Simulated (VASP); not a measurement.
# HoHgF4 (Cmmm) in VASP: further runs

Runs on HoHgF4. Level: PBE. Tasks: relaxation of cell and atoms, single point.

Everything below comes from runs of VASP 6.6.1. Logs are shortened: lines on timing, memory, paths and dates and some standing lists are left out, and cuts for length are marked.

### 1 The cell of the first run

Symmetry: Cmmm, No. 65, orthorhombic system. The conventional cell has a = 8.096 Å, b = 8.542 Å, c = 3.478 Å, α = 90.00°, β = 90.00°, γ = 90.00°. Within 2.8 Å of Ho (site symmetry mmm) lie 6 F at 2.14 to 2.20 Å. Within 3.5 Å of Hg (site symmetry mmm) lie 6 F at 2.58 to 2.93 Å and 2 Hg at 3.48 Å. F (site symmetry 2mm) has 1 Ho at 2.14 Å and 2 Hg at 2.58 Å within 2.8 Å. Within 3.1 Å of F (site symmetry m2m) lie 2 Ho at 2.20 Å and 5 F at 2.69 to 3.07 Å and 1 Hg at 2.93 Å.

The cell was generated, and may not be a known phase.

### 2 Relaxation of cell and atoms, PBE

Contents of INCAR:

```
SYSTEM = HoHgF4
PREC = Accurate ; ENCUT = 600
EDIFF = 1E-7 ; ISMEAR = 0
SIGMA = 0.1 ; LREAL = .FALSE.
LASPH = .TRUE. ; NELM = 200
ALGO = Normal ; ISIF = 3
LWAVE = .FALSE. ; LCHARG = .FALSE.
GGA = PE ; IBRION = 2
NSW = 100 ; EDIFFG = -0.01
GGA_COMPAT = .FALSE. ; NELMIN = 4
LMAXMIX = 6
```

Contents of KPOINTS:

```
regular mesh
0
G
  6 6 12
  0 0 0
```

Contents of POSCAR:

```
HoHgF4
1.0
    4.0481593941     -4.2710930559      0.0000000000
    4.0481593941      4.2710930559      0.0000000000
    0.0000000000      0.0000000000      3.4776490139
Ho Hg F
1 1 4
Direct
    0.0000000000      0.0000000000      0.0000000000
    0.5000000000      0.5000000000      0.5000000000
    0.7357676417      0.7357676417      0.0000000000
    0.8425341703      0.1574658297      0.5000000000
    0.1574658297      0.8425341703      0.5000000000
    0.2642323583      0.2642323583      0.0000000000
```

Potentials or basis: VASP PAW PBE potentials, release 64 (Ho_3, Hg, F), 4f in core.

The run is started by

```
$ cat potpaw_PBE.64/Ho_3/POTCAR potpaw_PBE.64/Hg/POTCAR potpaw_PBE.64/F/POTCAR > POTCAR
$ mpirun -np 1 vasp_std > vasp.out
```

OUTCAR:

```text
SYSTEM = HoHgF4
   PREC = Accurate
   ENCUT = 600
   EDIFF = 1E-7
   ISMEAR = 0
   LREAL = .FALSE.
   LASPH = .TRUE.
   NELM = 200
   ISIF = 3
   GGA = PE
   IBRION = 2
   NSW = 100
   EDIFFG = -0.01
   NELMIN = 4

 ion  position               nearest neighbor table
   1  0.000  0.000  0.000-   3 2.14   6 2.14   5 2.20   4 2.20   4 2.20   5 2.20
   2  0.500  0.500  0.500-   3 2.58   6 2.58   3 2.58   6 2.58
   3  0.736  0.736  0.000-   1 2.14   2 2.58   2 2.58
   4  0.843  0.157  0.500-   1 2.20   1 2.20
   5  0.157  0.843  0.500-   1 2.20   1 2.20
   6  0.264  0.264  0.000-   1 2.14   2 2.58   2 2.58

  LATTYP: Found a base centered orthorhombic cell.
 ALAT       =     8.0963187882
 B/A-ratio  =     1.0550703765
 C/A-ratio  =     0.4295345953

  Lattice vectors:

 A1 = (   4.0481593941,  -4.2710930559,   0.0000000000)
 A2 = (   4.0481593941,   4.2710930559,   0.0000000000)
 A3 = (   0.0000000000,   0.0000000000,   3.4776490139)

Analysis of symmetry for initial positions (statically):
=====================================================================
 Subroutine PRICEL returns:
 Original cell was already a primitive cell.

 Routine SETGRP: Setting up the symmetry group for a
 base centered orthorhombic supercell.

 Subroutine GETGRP returns: Found  8 space group operations
 (whereof  8 operations were pure point group operations)
 out of a pool of  8 trial point group operations.

The static configuration has the point symmetry D_2h.

Analysis of symmetry for dynamics (positions and initial velocities):
=====================================================================
 Subroutine PRICEL returns:
 Original cell was already a primitive cell.

 Routine SETGRP: Setting up the symmetry group for a
 base centered orthorhombic supercell.

 Subroutine GETGRP returns: Found  8 space group operations
 (whereof  8 operations were pure point group operations)
 out of a pool of  8 trial point group operations.

The dynamic configuration has the point symmetry D_2h.

 Subroutine INISYM returns: Found  8 space group operations
 (whereof  8 operations are pure point group operations),
 and found     1 'primitive' translations

----------------------------------------------------------------------------------------

[... 99 lines left out ...]
   NELM   =    200;   NELMIN=  4; NELMDL= -5     # of ELM steps
   EDIFF  = 0.1E-06   stopping-criterion for ELM
   LREAL  =      F    real-space projection
   EDIFFG = -.1E-01   stopping-criterion for IOM
   NSW    =    100    number of steps for IOM
   IBRION =      2    ionic relax: 0-MD 1-quasi-New 2-CG
   NFREE  =      1    steps in history (QN), initial steepest desc. (CG)
   ISIF   =      3    stress and relaxation
   ISYM   =      2    0-nonsym 1-usesym 2-fastsym
   POTIM  = 0.5000    time-step for ionic-motion
   TEBEG  =    0.0;   TEEND  =   0.0 temperature during run
   PSTRESS=    0.0 pullay stress
   NELECT =      49.0000    total number of electrons
   NUPDOWN=      -1.0000    fix difference up-down
   EMIN   =  10.00;   EMAX   =-10.00  energy-range for DOS
   EFERMI =   0.00;   METHOD = LEGACY
   ISMEAR =     0;   SIGMA  =   0.10  broadening in eV -4-tet -1-fermi 0-gaus
   EFERMI_NEDOS =   21; number of points for ismear=-14 and -15
   IALGO  =     38    algorithm
   IMIX   =      4    mixing-type and parameters
     AMIX     =   0.40;   BMIX     =  1.00
     AMIX_MAG =   1.60;   BMIX_MAG =  1.00
  volume/ion in A,a.u.               =      20.04       135.26
  Fermi-wavevector in a.u.,A,eV,Ry     =   1.213676  2.293515 20.041507  1.473009
  Thomas-Fermi vector in A             =   2.349120
   LORBIT       =      0    0 simple, 1 ext, 2 COOP (PROOUT), +10 PAW based schemes
   GGA     = PE    functional components
   LHFCALC =     F    Hartree Fock is set to
   AEXX    =    0.0000 exact exchange contribution
   IVDW    =     0    specifies the selected vdW correction
   LEPSILON=     F    determine dielectric tensor
   LRPA    =     F    only Hartree local field effects (RPA)
 conjugate gradient relaxation of ions
 non-spin polarized calculation
 Gauss-broadening in eV      SIGMA  =   0.10
  energy-cutoff  :      600.00
  volume of cell :      120.26
 maximum number of plane-waves:      4040
   NGX = 23   NGY = 23   NGZ = 13

--------------------------------------- Ionic step        1  -------------------------------------------

 number of electron      48.9999991 magnetization

 Free energy of the ion-electron system (eV)
  ---------------------------------------------------
  ext. energy  EPLUGINS =         0.00000000
  ---------------------------------------------------
  free energy    TOTEN  =       -29.53005803 eV

  energy without entropy =      -29.52408267  energy(sigma->0) =      -29.52707035

------------------------ aborting loop because EDIFF is reached ----------------------------------------

  FORCE on cell =-STRESS in cart. coord.  units (eV):
  Direction    XX          YY          ZZ          XY          YZ          ZX
  --------------------------------------------------------------------------------------
  -------------------------------------------------------------------------------------
  Total        0.6918405      0.4147266      0.6824217      0.0000000      0.0000000      0.0000000
  in kB        9.2173103      5.5253543      9.0918246      0.0000000      0.0000000      0.0000000
  external PRESSURE =       7.9448297 kB  Pullay stress =       0.0000000 kB
[... 187 lines left out ...]
--------------------------------------- Ionic step        6  -------------------------------------------

 number of electron      49.0000003 magnetization

 Free energy of the ion-electron system (eV)
  ---------------------------------------------------
  ext. energy  EPLUGINS =         0.00000000
  ---------------------------------------------------
  free energy    TOTEN  =       -29.53418780 eV

  energy without entropy =      -29.52811737  energy(sigma->0) =      -29.53115259

 E-fermi :  -0.5724     XC(G=0):  -8.2489

 val. band max:       -0.5959273845   @ k =   0.5000   0.3333   0.2500
 cond. band min:      -0.5689542091   @ k =   0.1667   0.1667   0.2500
 fundamental gap:      0.0269731755
 Fermi energy:        -0.5724251237

 k-point     1 :       0.0000    0.0000    0.0000
  band No.  band energies     occupation
      1     -25.0681      2.00000
      2     -24.6460      2.00000
      3     -23.7932      2.00000
      4     -23.4593      2.00000
      5     -22.8985      2.00000
      6     -21.9102      2.00000
[... 757 lines left out ...]
     28       4.6044      0.00000
     29       5.2621      0.00000

 [... further k-points ...]
[... 5 lines left out ...]
  --------------------------------------------------------------------------------------
  -------------------------------------------------------------------------------------
  Total       -0.0187424     -0.0045936     -0.0041141     -0.0000000      0.0000000      0.0000000
  in kB       -0.2474025     -0.0606361     -0.0543065     -0.0000000      0.0000000      0.0000000
  external PRESSURE =      -0.1207817 kB  Pullay stress =       0.0000000 kB
[... 21 lines left out ...]
  FREE ENERGIE OF THE ION-ELECTRON SYSTEM (eV)
  ---------------------------------------------------
  free  energy   TOTEN  =       -29.5341877961 eV

  energy  without entropy=      -29.5281173740  energy(sigma->0) =      -29.53115259

 reached required accuracy - stopping structural energy minimisation
```

OSZICAR:

```text
N       E                     dE             d eps       ncg     rms          rms(c)
DAV:   1     0.730486260330E+03    0.73049E+03   -0.24137E+04  5422   0.179E+03
DAV:   2     0.494808909467E+02   -0.68101E+03   -0.66010E+03  9062   0.582E+02
DAV:   3    -0.316831754393E+02   -0.81164E+02   -0.80143E+02  8461   0.203E+02
[... 52 lines left out ...]
DAV:   1    -0.295342121818E+02   -0.38750E-04   -0.50299E-03  6042   0.542E-01    0.534E-02
DAV:   2    -0.295341921953E+02    0.19987E-04   -0.26744E-04  6332   0.140E-01    0.196E-02
DAV:   3    -0.295341890273E+02    0.31681E-05   -0.15833E-05  7508   0.354E-02    0.119E-02
DAV:   4    -0.295341878373E+02    0.11900E-05   -0.42003E-06  8489   0.239E-02    0.693E-03
DAV:   5    -0.295341877961E+02    0.41146E-07   -0.83511E-07  6171   0.831E-03
   6 F= -.29534188E+02 E0= -.29531153E+02  d E =-.143714E-04
```

CONTCAR:

```text
HoHgF4
   1.00000000000000
     4.0590988628402442   -4.2817159849085504    0.0000000000000000
     4.0590988628402442    4.2817159849085504    0.0000000000000000
     0.0000000000000000    0.0000000000000000    3.4918372597566765
  Ho              Hg              F
     1     1     4
Direct
     0.0000000000000000    1.0000000000000000    1.0000000000000000
     0.5000000000000000    0.5000000000000000    0.5000000000000000
     0.7352197483419196    0.7352197483419196    1.0000000000000000
     0.8419703538152318    0.1580296461847683    0.5000000000000000
     0.1580296461847683    0.8419703538152318    0.5000000000000000
     0.2647802516580803    0.2647802516580803    0.0000000000000000

  0.00000000E+00  0.00000000E+00  0.00000000E+00
  0.00000000E+00  0.00000000E+00  0.00000000E+00
  0.00000000E+00  0.00000000E+00  0.00000000E+00
  0.00000000E+00  0.00000000E+00  0.00000000E+00
  0.00000000E+00  0.00000000E+00  0.00000000E+00
  0.00000000E+00  0.00000000E+00  0.00000000E+00
```

It took 16 min on 1 thread of AMD EPYC 9R14 (Zen 4), shared host; peak memory 0.48 GiB.

Results:

```
Free energy                           : -29.5342 eV
Relaxed volume                        : 20.23 Å³/atom
Relaxed cell                          : a = 5.900 Å, b = 5.900 Å, c = 3.492 Å, α = 90.00°, β = 90.00°, γ = 93.06°
Space group after relaxing (to 0.1 Å) : Cmmm (No. 65)
Energy gained by relaxing             : 0.7 meV/atom
Ionic steps                           : 6
Pressure after relaxing               : 0.0 GPa
Largest force after relaxing          : 0.010 eV/Å
Band gap on the k mesh                : zero (an odd number of electrons rules out a gap without spin polarisation)
```

Forces on the atoms (eV/Å):
```
Ho   0.000  0.000  0.000
Hg   0.000  0.000  0.000
F   -0.010  0.000  0.000
F    0.000 -0.003  0.000
F    0.000  0.003  0.000
F    0.010  0.000  0.000
```

The path:
```csv
step,energy change (eV),largest force (eV/Å),pressure (GPa),volume (Å³)
1,0.0000,0.1407,0.79,120.26
2,-0.0029,0.0682,-0.40,122.00
3,-0.0041,0.0089,0.00,121.39
4,-0.0041,0.0110,-0.03,121.41
5,-0.0041,0.0111,-0.02,121.41
6,-0.0041,0.0096,-0.01,121.38
```

Final structure:
```
CELL_PARAMETERS angstrom
4.05910 -4.28172 0.00000
4.05910 4.28172 0.00000
0.00000 0.00000 3.49184
ATOMIC_POSITIONS crystal
Ho 0.00000 0.00000 0.00000
Hg 0.50000 0.50000 0.50000
F 0.73522 0.73522 0.00000
F 0.84197 0.15803 0.50000
F 0.15803 0.84197 0.50000
F 0.26478 0.26478 0.00000
```

Levels at points of the mesh, in eV from the Fermi level:
| k point | band 21 | band 22 | band 23 | band 24 | band 25 | band 26 | band 27 | band 28 | band 29 |
| --- | --- | --- | --- | --- | --- | --- | --- | --- | --- |
| (0.00, 0.00, 0.00) | -3.46 | -3.43 | -3.21 | -2.95 | -1.03 | 4.24 | 5.18 | 5.72 | 6.08 |
| (0.50, 0.00, 0.00) | -3.46 | -3.35 | -3.31 | -2.80 | -0.34 | 3.68 | 4.74 | 5.53 | 6.13 |
| (0.50, 0.50, 0.00) | -3.55 | -3.47 | -3.18 | -2.95 | -0.78 | 4.50 | 4.55 | 5.11 | 5.87 |
| (0.00, 0.00, 0.50) | -3.70 | -3.65 | -3.22 | -2.70 | 0.94 | 3.98 | 5.17 | 5.31 | 5.91 |
| (0.50, 0.00, 0.50) | -3.52 | -3.47 | -3.47 | -3.37 | 0.86 | 4.71 | 5.17 | 5.34 | 5.41 |
| (0.50, 0.50, 0.50) | -3.55 | -3.52 | -3.30 | -2.70 | 0.92 | 4.48 | 5.23 | 5.29 | 5.84 |

Caveat: spin-orbit coupling is left out, which moves the levels of the heavy elements; the 4f electrons are frozen in the core, so they carry no moment and show no levels; an odd number of electrons without spin polarisation forces a metal; a magnetic or distorted state may lie lower; the run has no spin polarisation, though such a crystal can be magnetic.

### 3 Single point, PBE

Contents of INCAR:

```
PREC     = Accurate       # precision mode
ENCUT    = 600            # plane-wave cutoff, eV
EDIFF    = 1E-6           # SCF threshold, eV
ISMEAR   = 0              # smearing method
SIGMA    = 0.1            # smearing width, eV
LREAL    = F              # projectors in reciprocal space
LASPH    = T              # aspherical terms in the spheres
NELM     = 200            # most SCF steps
ALGO     = Normal         # electronic algorithm
ISIF     = 2              # what is computed and relaxed
LWAVE    = F              # write WAVECAR
LCHARG   = F              # write CHGCAR
GGA      = PE             # functional
NBANDS   = 34             # bands
GGA_COMPAT= F            
LMAXMIX  = 6              # l up to which the mixer works
```

Contents of KPOINTS:

```
regular mesh
0
Gamma
  4 4 6
```

POSCAR is that of step 2.

Potentials or basis: VASP PAW PBE potentials, release 64 (Ho_3, Hg, F), 4f in core.

The run is started by

```
$ cat potpaw_PBE.64/Ho_3/POTCAR potpaw_PBE.64/Hg/POTCAR potpaw_PBE.64/F/POTCAR > POTCAR
$ mpirun -np 1 vasp_std > vasp.out
```

Run time: 57 s. Hardware: 1 thread of Intel Xeon 6975P-C (Granite Rapids), shared host; peak memory 0.32 GiB.

Results (log left out):

- Free energy: -29.5453 eV
- Pressure: 0.8 GPa
- Largest force: 0.144 eV/Å
- Band gap on the k mesh: zero (an odd number of electrons rules out a gap without spin polarisation)

Forces on the atoms (eV/Å):
```
Ho   0.000  0.000  0.000
Hg   0.000  0.000  0.000
F   -0.144  0.000  0.000
F    0.000  0.143  0.000
F    0.000 -0.143  0.000
F    0.144  0.000  0.000
```

Stress tensor (GPa, compression positive):
```
0.96 0.00 0.00
0.00 0.56 0.00
0.00 0.00 0.84
```

Levels at points of the mesh, in eV from the Fermi level:
```
           k point  band 21  band 22  band 23  band 24  band 25  band 26  band 27  band 28
(0.00, 0.00, 0.00)    -3.57    -3.54    -3.31    -3.05    -1.12     4.20     5.08     5.72
(0.50, 0.00, 0.00)    -3.55    -3.45    -3.41    -2.90    -0.43     3.61     4.72     5.48
(0.50, 0.50, 0.00)    -3.66    -3.57    -3.28    -3.06    -0.87     4.40     4.53     5.04
(0.00, 0.00, 0.50)    -3.81    -3.77    -3.33    -2.78     0.87     3.89     5.15     5.30
(0.50, 0.00, 0.50)    -3.61    -3.58    -3.57    -3.48     0.79     4.61     5.15     5.34
(0.50, 0.50, 0.50)    -3.65    -3.63    -3.41    -2.77     0.85     4.39     5.21     5.28
```

Caveat: spin-orbit coupling is left out, which moves the levels of the heavy elements; the 4f electrons are frozen in the core, so they carry no moment and show no levels; an odd number of electrons without spin polarisation forces a metal; a magnetic or distorted state may lie lower; the run has no spin polarisation, though such a crystal can be magnetic. With open d or f shells a metallic result of PBE can be an artefact of self-interaction; +U or a hybrid may open a gap.

### 4 Single point, PBE

This run uses another cell than the first one, of 15.18 Å³/atom.

Contents of INCAR:

```
  ALGO = Normal
  EDIFF = 1E-6
  ENCUT = 600
  GGA = PE
  GGA_COMPAT = False
  ISIF = 2
  ISMEAR = 0
  LASPH = True
  LCHARG = True
  LELF = True
  LMAXMIX = 6
  LREAL = False
  LVHAR = True
  LWAVE = False
  NBANDS = 34
  NELM = 200
  PREC = Accurate
  SIGMA = 0.1
```

Contents of KPOINTS:

```
k-points
0
Gamma
  4 4 6
```

Contents of POSCAR:

```
HoHgF4
1.0
    3.6319158100     -3.6945809200      0.0000000000
    3.6319158100      3.6945809200      0.0000000000
    0.0000000000      0.0000000000      3.3949121800
Ho Hg F
1 1 4
Direct
    0.0000000000      0.0000000000      0.0000000000
    0.5000000000      0.5000000000      0.5000000000
    0.6918020200      0.6918020200      0.0000000000
    0.7984370000      0.2015630000      0.5000000000
    0.2015630000      0.7984370000      0.5000000000
    0.3081979800      0.3081979800      0.0000000000
```

The run is started by

```
$ cat potpaw_PBE.64/Ho_3/POTCAR potpaw_PBE.64/Hg/POTCAR potpaw_PBE.64/F/POTCAR > POTCAR
$ mpirun -np 1 vasp_std > vasp.out
```

Run time: 46 s. Hardware: 1 thread of Intel Xeon 6975P-C (Granite Rapids), shared host; peak memory 0.27 GiB.

It converged, with:

| Property | Result |
| --- | --- |
| Free energy | -26.4478 eV |
| Pressure | 20.1 GPa |
| Largest force | 3.924 eV/Å |
| Band gap on the k mesh | zero (an odd number of electrons rules out a gap without spin polarisation) |

Forces in eV/Å, atoms in the order of the input:
```
Ho   0.000  0.000  0.000
Hg   0.000  0.000  0.000
F    3.924  0.000  0.000
F    0.000 -3.517  0.000
F    0.000  3.517  0.000
F   -3.924  0.000  0.000
```

Stress tensor (GPa, compression positive):
```
13.33  0.00  0.00
 0.00 20.38  0.00
 0.00  0.00 26.70
```

Levels at points of the mesh, in eV from the Fermi level:
| k point | band 21 | band 22 | band 23 | band 24 | band 25 | band 26 | band 27 | band 28 |
| --- | --- | --- | --- | --- | --- | --- | --- | --- |
| (0.00, 0.00, 0.00) | -6.76 | -6.07 | -5.05 | -3.93 | -2.12 | 0.10 | 1.77 | 2.49 |
| (0.50, 0.00, 0.00) | -6.55 | -5.87 | -4.40 | -3.82 | -0.48 | 0.13 | 1.05 | 1.86 |
| (0.50, 0.50, 0.00) | -6.75 | -5.73 | -5.12 | -3.93 | -0.78 | 0.35 | 2.00 | 2.45 |
| (0.00, 0.00, 0.50) | -6.51 | -5.67 | -4.56 | -4.53 | 0.78 | 1.29 | 1.47 | 1.73 |
| (0.50, 0.00, 0.50) | -6.67 | -5.88 | -4.96 | -4.58 | 0.64 | 1.33 | 1.57 | 2.40 |
| (0.50, 0.50, 0.50) | -6.63 | -5.83 | -4.55 | -4.41 | 0.80 | 1.50 | 1.70 | 2.45 |

Caveat: the stress differs along the axes, from 13 to 27 GPa; spin-orbit coupling is left out, which moves the levels of the heavy elements; the 4f electrons are frozen in the core, so they carry no moment and show no levels; an odd number of electrons without spin polarisation forces a metal; a magnetic or distorted state may lie lower; the run has no spin polarisation, though such a crystal can be magnetic. Spin polarisation is off, so any magnetic state and its effect on volume and gap are missing.

### 5 Summary

| task | cell | k mesh | gap on the mesh (eV) | pressure (GPa) | largest force (eV/Å) |
| --- | --- | --- | --- | --- | --- |
| relaxation of cell and atoms | relaxed from a = 5.885, b = 5.885, c = 3.478 Å, angles 90.0, 90.0, 93.1°, 6 atoms, atomic positions A | 6 × 6 × 12 | none | 0.0 | 0.01 |
| single point | a = 5.885, b = 5.885, c = 3.478 Å, angles 90.0, 90.0, 93.1°, 6 atoms, atomic positions A | 4 × 4 × 6 | none | 0.8 | 0.14 |
| single point | a = 5.181, b = 5.181, c = 3.395 Å, angles 90.0, 90.0, 91.0°, 6 atoms, atomic positions B | 4 × 4 × 6 | none | 20.1 | 3.92 |

Alike in all rows: level PBE; potentials or basis VASP PAW PBE potentials, release 64 (Ho_3, Hg, F), 4f in core; no spin polarisation; cutoff (eV) 600; smearing gaussian 0.1 eV.

Caveats: spin-orbit coupling is left out, which moves the levels of the heavy elements; the 4f electrons are frozen in the core, so they carry no moment and show no levels; an odd number of electrons without spin polarisation forces a metal; a magnetic or distorted state may lie lower; the run has no spin polarisation, though such a crystal can be magnetic; the stress differs along the axes, from 13 to 27 GPa (at least some runs).

Total energies depend on the potentials used, so only differences within one code and one set of settings carry meaning.

The gap in the log of VASP goes by the Fermi energy; the results here count the filled bands.